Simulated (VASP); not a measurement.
Here is a VASP 6.6.1 calculation.

File INCAR:

```
PREC = Accurate
ENCUT = 520
EDIFF = 1E-6
ISMEAR = -1
SIGMA = 0.2
LREAL = False
LASPH = True
NELM = 100
ALGO = Normal
ISIF = 2
LWAVE = False
LCHARG = True
GGA = PS
IVDW = 12
LELF = True
LVHAR = True
NBANDS = 10
```

File KPOINTS:

```
regular mesh
0
Gamma
  6 6 6
```

Contents of POSCAR:

```
Cs
1.0
   -2.7129122005      2.7129122005      4.0418651038
    2.7129122005     -2.7129122005      4.0418651038
    2.7129122005      2.7129122005     -4.0418651038
Cs
1
Direct
    0.0000000000      0.0000000000      0.0000000000
```

Potentials or basis: VASP PAW PBE potentials, release 64 (Cs_sv).

Command:

```sh
$ cat potpaw_PBE.64/Cs_sv/POTCAR > POTCAR
$ mpirun -np 1 vasp_std > vasp.out
```

**Question.** Estimate the band gap on the k mesh.

**Answer.** Zero (an odd number of electrons rules out a gap without spin polarisation).

**Question.** Estimate the pressure.

**Answer.** -0.3 GPa.

**Question.** Predict the dispersion energy per atom.

**Answer.** -0.109 eV.

Caveat: three body term missing; the PAW data sets were made with another functional, which shifts forces and pressure a little; spin-orbit coupling is left out, which moves the levels of the heavy elements.
